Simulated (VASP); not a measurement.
# WC (Qusongite) (P-6m2) in VASP: further runs

The runs below take WC (Qusongite) through single point, with RPBE, PBE, LDA.

All numbers are computed with VASP 6.6.1; they aren't measurements. Logs are shortened: lines on timing, memory, paths and dates and some standing lists are left out, and cuts for length are marked.

## (1) The cell of the first run

Symmetry: P-6m2, No. 187, hexagonal system. The conventional cell has a = 2.907 Å, b = 2.907 Å, c = 2.837 Å, α = 90.00°, β = 90.00°, γ = 120.00°. Within 2.9 Å of W (site symmetry -6m2) lie 6 C at 2.20 Å and 2 W at 2.84 Å. C (site symmetry -6m2) has 6 W at 2.20 Å and 2 C at 2.84 Å within 2.9 Å.

## (2) Single point, RPBE

File INCAR:

```
PREC = Accurate
ENCUT = 520
EDIFF = 1E-6
ISMEAR = -1
SIGMA = 0.15
LREAL = F
LASPH = T
NELM = 100
ALGO = Normal
ISIF = 2
LWAVE = F
LCHARG = F
GGA = RP
NBANDS = 16
```

File KPOINTS:

```
Automatic mesh
0
Gamma
  11 11 10
```

File POSCAR:

```
WC
1.0
    2.9065000000      0.0000000000      0.0000000000
   -1.4532500000      2.5171028361      0.0000000000
    0.0000000000      0.0000000000      2.8366000000
W C
1 1
Direct
    0.0000000000      0.0000000000      0.0000000000
    0.6666666667      0.3333333333      0.5000000000
```

Potentials or basis: VASP PAW PBE potentials, release 64 (W_sv, C).

Run with:

```bash
$ cat potpaw_PBE.64/W_sv/POTCAR potpaw_PBE.64/C/POTCAR > POTCAR
$ mpirun -np 1 vasp_std > vasp.out
```

OUTCAR:

```text
PREC = Accurate
   ENCUT = 520
   EDIFF = 1E-6
   ISMEAR = -1
   LREAL = F
   LASPH = T
   NELM = 100
   ISIF = 2
   GGA = RP

 ion  position               nearest neighbor table
   1  0.000  0.000  0.000-   2 2.20   2 2.20   2 2.20   2 2.20   2 2.20   2 2.20
   2  0.667  0.333  0.500-   1 2.20   1 2.20   1 2.20   1 2.20   1 2.20   1 2.20

  LATTYP: Found a hexagonal cell.
 ALAT       =     2.9065000000
 C/A-ratio  =     0.9759504559

  Lattice vectors:

 A1 = (   2.9065000000,   0.0000000000,   0.0000000000)
 A2 = (  -1.4532500000,   2.5171028361,   0.0000000000)
 A3 = (   0.0000000000,   0.0000000000,   2.8366000000)

Analysis of symmetry for initial positions (statically):
=====================================================================
 Subroutine PRICEL returns:
 Original cell was already a primitive cell.

 Routine SETGRP: Setting up the symmetry group for a
 hexagonal supercell.

 Subroutine GETGRP returns: Found 12 space group operations
 (whereof 12 operations were pure point group operations)
 out of a pool of 24 trial point group operations.

The static configuration has the point symmetry D_3h.

Analysis of symmetry for dynamics (positions and initial velocities):
=====================================================================
 Subroutine PRICEL returns:
 Original cell was already a primitive cell.

 Routine SETGRP: Setting up the symmetry group for a
 hexagonal supercell.

 Subroutine GETGRP returns: Found 12 space group operations
 (whereof 12 operations were pure point group operations)
 out of a pool of 24 trial point group operations.

The dynamic configuration has the point symmetry D_3h.

 Subroutine INISYM returns: Found 12 space group operations
 (whereof 12 operations are pure point group operations),
 and found     1 'primitive' translations

----------------------------------------------------------------------------------------

                                     Primitive cell

  volume of cell :      20.7525

  direct lattice vectors                    reciprocal lattice vectors
     2.906500000  0.000000000  0.000000000     0.344056425  0.198641070  0.000000000
    -1.453250000  2.517102836  0.000000000     0.000000000  0.397282139  0.000000000
     0.000000000  0.000000000  2.836600000     0.000000000  0.000000000  0.352534725

  length of vectors
     2.906500000  2.906500000  2.836600000     0.397282139  0.397282139  0.352534725

  position of ions in fractional coordinates (direct lattice)
     0.000000000  0.000000000  0.000000000
     0.666666667  0.333333333  0.500000000

  ion indices of the primitive-cell ions
   primitive index   ion index
                 1           1
                 2           2

----------------------------------------------------------------------------------------

 KPOINTS: Automatic mesh

Automatic generation of k-mesh.
 Grid dimensions read from file:
 generate k-points for:   11   11   10

 Generating k-lattice:

  Cartesian coordinates                     Fractional coordinates (reciprocal lattice)
     0.031277857  0.018058279  0.000000000     0.090909091  0.000000000  0.000000000
     0.000000000  0.036116558  0.000000000     0.000000000  0.090909091  0.000000000
     0.000000000  0.000000000  0.035253472     0.000000000  0.000000000  0.100000000

  Length of vectors
     0.036116558  0.036116558  0.035253472

  Shift w.r.t. Gamma in fractional coordinates (k-lattice)
     0.000000000  0.000000000  0.000000000

 Subroutine IBZKPT returns following result:
 ===========================================

 Found     96 irreducible k-points:

 Following reciprocal coordinates:
            Coordinates               Weight
  0.000000  0.000000  0.000000      1.000000
  0.090909 -0.000000  0.000000      6.000000
  0.181818 -0.000000  0.000000      6.000000
  0.272727  0.000000  0.000000      6.000000
  0.363636  0.000000  0.000000      6.000000
  0.454545  0.000000  0.000000      6.000000
[... 16 lines left out ...]
  0.090909  0.090909  0.100000     12.000000
  0.181818  0.090909  0.100000     24.000000
 [... further k-points ...]
   k-points           NKPTS =     96   k-points in BZ     NKDIM =     96   number of bands    NBANDS=     16
   number of dos      NEDOS =    301   number of ions     NIONS =      2
   total plane-waves  NPLWV =  13824
   dimension x,y,z NGX =    24 NGY =   24 NGZ =   24
   dimension x,y,z NGXF=    48 NGYF=   48 NGZF=   48
   ions per type =               1   1
   NGX,Y,Z   is equivalent  to a cutoff of  13.73, 13.73, 14.07 a.u.
   NGXF,Y,Z  is equivalent  to a cutoff of  27.46, 27.46, 28.13 a.u.
 SYSTEM =  unknown system
   PREC   = accura    normal or accurate (medium, high low for compatibility)
   ISTART =      0    job   : 0-new  1-cont  2-samecut
   ICHARG =      2    charge: 1-file 2-atom 10-const
   ISPIN  =      1    spin polarized calculation?
   LNONCOLLINEAR =      F non collinear calculations
   LSORBIT =      F    spin-orbit coupling
   LASPH  =      T    aspherical Exc in radial PAW
   ENCUT  =  520.0 eV  38.22 Ry    6.18 a.u.   5.40  5.40  5.27*2*pi/ulx,y,z
   NELM   =    100;   NELMIN=  2; NELMDL= -5     # of ELM steps
   EDIFF  = 0.1E-05   stopping-criterion for ELM
   LREAL  =      F    real-space projection
   EDIFFG = 0.1E-04   stopping-criterion for IOM
   NSW    =      0    number of steps for IOM
   IBRION =     -1    ionic relax: 0-MD 1-quasi-New 2-CG
   NFREE  =      0    steps in history (QN), initial steepest desc. (CG)
   ISIF   =      2    stress and relaxation
   ISYM   =      2    0-nonsym 1-usesym 2-fastsym
   POTIM  = 0.5000    time-step for ionic-motion
   TEBEG  =    0.0;   TEEND  =   0.0 temperature during run
   PSTRESS=    0.0 pullay stress
   NELECT =      18.0000    total number of electrons
   NUPDOWN=      -1.0000    fix difference up-down
   EMIN   =  10.00;   EMAX   =-10.00  energy-range for DOS
   EFERMI =   0.00;   METHOD = LEGACY
   ISMEAR =    -1;   SIGMA  =   0.15  broadening in eV -4-tet -1-fermi 0-gaus
   EFERMI_NEDOS =   21; number of points for ismear=-14 and -15
   IALGO  =     38    algorithm
   IMIX   =      4    mixing-type and parameters
     AMIX     =   0.40;   BMIX     =  1.00
     AMIX_MAG =   1.60;   BMIX_MAG =  1.00
  volume/ion in A,a.u.               =      10.38        70.02
  Fermi-wavevector in a.u.,A,eV,Ry     =   1.561262  2.950358 33.164744  2.437540
  Thomas-Fermi vector in A             =   2.664353
   LORBIT       =      0    0 simple, 1 ext, 2 COOP (PROOUT), +10 PAW based schemes
   GGA     = RP    functional components
   LHFCALC =     F    Hartree Fock is set to
   AEXX    =    0.0000 exact exchange contribution
   IVDW    =     0    specifies the selected vdW correction
   LEPSILON=     F    determine dielectric tensor
   LRPA    =     F    only Hartree local field effects (RPA)
 non-spin polarized calculation
  energy-cutoff  :      520.00
  volume of cell :       20.75
 maximum number of plane-waves:       580
 NGX is ok and might be reduce to    24
   NGX = 11   NGY = 11   NGZ = 11

 number of electron      18.0000000 magnetization

 Free energy of the ion-electron system (eV)
  ---------------------------------------------------
  ext. energy  EPLUGINS =         0.00000000
  ---------------------------------------------------
  free energy    TOTEN  =       -21.39870636 eV

  energy without entropy =      -21.37644873  energy(sigma->0) =      -21.38757754

 E-fermi :  11.2306     XC(G=0): -13.7519

 val. band max:       11.2305710056   @ k =   0.2727   0.2727   0.0000
 cond. band min:      11.2446649962   @ k =   0.0000   0.0000   0.1000
 fundamental gap:      0.0140939906
 Fermi energy:        11.2305820291

 k-point     1 :       0.0000    0.0000    0.0000
  band No.  band energies     occupation
      1     -62.8578      2.00000
      2     -26.8347      2.00000
      3     -26.7323      2.00000
      4     -26.7323      2.00000
      5      -3.3274      2.00000
      6       6.8595      2.00000
[... 8 lines left out ...]
     15      25.5019      0.00000
     16      27.8839      0.00000

 k-point     2 :       0.0909   -0.0000    0.0000
  band No.  band energies     occupation
      1     -62.8532      2.00000
      2     -26.8260      2.00000
      3     -26.8002      2.00000
      4     -26.7476      2.00000
      5      -3.1120      2.00000
      6       6.9021      2.00000
[... 8 lines left out ...]
     15      25.1119      0.00000
     16      28.3402      0.00000

 k-point     3 :       0.1818   -0.0000    0.0000
  band No.  band energies     occupation
      1     -62.8408      2.00000
      2     -26.9790      2.00000
      3     -26.8025      2.00000
      4     -26.7886      2.00000
      5      -2.5103      2.00000
      6       6.3402      2.00000
[... 8 lines left out ...]
     15      24.8471      0.00000
     16      29.5738      0.00000

 k-point     4 :       0.2727    0.0000    0.0000
  band No.  band energies     occupation
      1     -62.8246      2.00000
      2     -27.2064      2.00000
      3     -26.8417      2.00000
      4     -26.7715      2.00000
      5      -1.6488      2.00000
      6       5.4225      2.00000
[... 8 lines left out ...]
     15      25.4675      0.00000
     16      29.0896      0.00000
[... 324 lines left out ...]
 k-point    22 :       0.4545    0.0000    0.1000
  band No.  band energies     occupation
      1     -62.7970      2.00000
      2     -27.5163      2.00000
      3     -26.9111      2.00000
      4     -26.7938      2.00000
      5      -0.0179      2.00000
      6       4.1336      2.00000
[... 8 lines left out ...]
     15      24.2349      0.00000
     16      28.8966      0.00000

 k-point    23 :       0.0909    0.0909    0.1000
  band No.  band energies     occupation
      1     -62.8409      2.00000
      2     -26.9143      2.00000
      3     -26.8802      2.00000
      4     -26.7733      2.00000
      5      -2.4830      2.00000
      6       6.6955      2.00000
[... 8 lines left out ...]
     15      24.7542      0.00000
     16      28.7234      0.00000

 k-point    24 :       0.1818    0.0909    0.1000
  band No.  band energies     occupation
      1     -62.8266      2.00000
      2     -27.1039      2.00000
      3     -26.8534      2.00000
      4     -26.8303      2.00000
      5      -1.7795      2.00000
      6       5.9114      2.00000
[... 8 lines left out ...]
     15      24.7150      0.00000
     16      28.9497      0.00000

 [... further k-points ...]
[... 5 lines left out ...]
  --------------------------------------------------------------------------------------
  -------------------------------------------------------------------------------------
  Total        1.4415887      1.4415887      1.4306554      0.0000000      0.0000000      0.0000000
  in kB      111.2967753    111.2967753    110.4526740      0.0000000      0.0000000      0.0000000
  external PRESSURE =     111.0154082 kB  Pullay stress =       0.0000000 kB

 VOLUME and BASIS-vectors are now :
 -----------------------------------------------------------------------------
  energy-cutoff  :      520.00
  volume of cell :       20.75
      direct lattice vectors                 reciprocal lattice vectors
     2.906500000  0.000000000  0.000000000     0.344056425  0.198641070  0.000000000
    -1.453250000  2.517102836  0.000000000     0.000000000  0.397282139  0.000000000
     0.000000000  0.000000000  2.836600000     0.000000000  0.000000000  0.352534725

 POSITION                                       TOTAL-FORCE (eV/Angst)
 -----------------------------------------------------------------------------------
      0.00000      0.00000      0.00000         0.000000     -0.000000      0.000000
      1.45325      0.83903      1.41830        -0.000000      0.000000      0.000000
 -----------------------------------------------------------------------------------
    total drift:                                0.000000     -0.000000      0.000000

  FREE ENERGIE OF THE ION-ELECTRON SYSTEM (eV)
  ---------------------------------------------------
  free  energy   TOTEN  =       -21.3987063608 eV

  energy  without entropy=      -21.3764487286  energy(sigma->0) =      -21.38757754
```

Wall time 39 s (1 thread of AMD EPYC 7R13, shared host); peak memory 0.13 GiB.

What came out:

* Free energy: -21.3987 eV
* Pressure: 11.1 GPa
* Band gap on the k mesh: zero (band 9 reaches 11.82 eV, above the bottom of band 10 at 10.60 eV)

Caveat: the PAW data sets were made with another functional, which shifts forces and pressure a little; spin-orbit coupling is left out, which moves the levels of the heavy elements.

## (3) Single point, PBE

File INCAR:

```
SYSTEM = WC
  PREC = Accurate
  ENCUT = 520
  EDIFF = 1E-6
  ISMEAR = -1
  SIGMA = 0.15
  LREAL = .False.
  LASPH = .True.
  NELM = 60
  ALGO = Normal
  ISIF = 2
  LWAVE = .False.
  LCHARG = .False.
  GGA = PE
  NBANDS = 16
```

File KPOINTS:

```
Automatic mesh
0
Gamma
  11 11 10
  0 0 0
```

POSCAR is that of step 2.

Potentials or basis: VASP PAW PBE potentials, release 64 (W_sv, C).

Run with:

```bash
$ cat potpaw_PBE.64/W_sv/POTCAR potpaw_PBE.64/C/POTCAR > POTCAR
$ mpirun -np 1 vasp_std > vasp.out
```

Run time: 51 s. Hardware: 1 thread of AMD EPYC 7R13, shared host; peak memory 0.13 GiB.

It converged, with:

* Free energy: -22.4534 eV
* Pressure: 6.8 GPa
* Band gap on the k mesh: zero (band 9 reaches 11.72 eV, above the bottom of band 10 at 10.50 eV)

Stress tensor (GPa, compression positive):
```
6.96 0.00 0.00
0.00 6.96 0.00
0.00 0.00 6.36
```

Levels at points of the mesh, in eV from the Fermi level:
```tsv
k point	band 7	band 8	band 9	band 10	band 11	band 12
(0.00, 0.00, 0.00)	-3.39	-3.39	0.03	3.18	3.18	5.56
(0.00, 0.00, 0.50)	-2.07	-2.07	-0.64	-0.64	3.61	4.46
```

Caveat: spin-orbit coupling is left out, which moves the levels of the heavy elements.

(Part 1 of 3 ends here.)
